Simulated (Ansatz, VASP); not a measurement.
# Rb: VASP beside Ansatz

File INCAR:

```
SYSTEM = Rb
PREC = Accurate
ENCUT = 520
EDIFF = 1E-8
ISMEAR = -1
SIGMA = 0.03
LREAL = .False.
LASPH = .True.
NELM = 80
ALGO = Normal
ISIF = 2
LWAVE = .False.
LCHARG = .False.
GGA = PE
LEFG = .True.
NBANDS = 10
```

Contents of KPOINTS:

```
Automatic mesh
0
Gamma
  11 11 11
  0 0 0
```

POSCAR

```
Rb
1.0
    0.0000000000      3.5034013123      3.5034013123
    3.5034013123      0.0000000000      3.5034013123
    3.5034013123      3.5034013123      0.0000000000
Rb
1
Direct
    0.0000000000      0.0000000000      0.0000000000
```

Input for Ansatz:

```yaml
crystal:
  lattice:
    - [0.0, 3.5034013123, 3.5034013123]
    - [3.5034013123, 0.0, 3.5034013123]
    - [3.5034013123, 3.5034013123, 0.0]
  atoms:
    - { symbol: Rb, position: [0.0, 0.0, 0.0] }
kpoints:
  mp_grid: { grid: [11, 11, 11] }
scf:
  occupations: { method: fermi_dirac, width: 0.03 }
hamiltonian:
  xc: pbe
  pseudopotentials: { kind: all_electron, datasets: crystal }
output:
  forces: true
  stress: true
  eigenvalues: true
  efg: { contact_densities: true }
```

Change from the starting cell: volume scaled by 0.9405, crystal datasets.

Alike in both runs: task electric field gradients; functional PBE; k mesh 11 × 11 × 11; occupations fermi-dirac, width 0.03 eV; no spin polarisation.

|  | VASP | Ansatz |
| --- | --- | --- |
| version | VASP 6.6.1 | Ansatz 0.2.0 |
| potentials or method | VASP PAW PBE potentials, release 64 (Rb_sv), cutoff 520 eV | all-electron PAW with datasets made for the crystal, scalar-relativistic |

```csv
,VASP,Ansatz,Ansatz less VASP
pressure (GPa),0.2,0.2,0.00
```

Ansatz ran all-electron here, and VASP with PAW potentials.
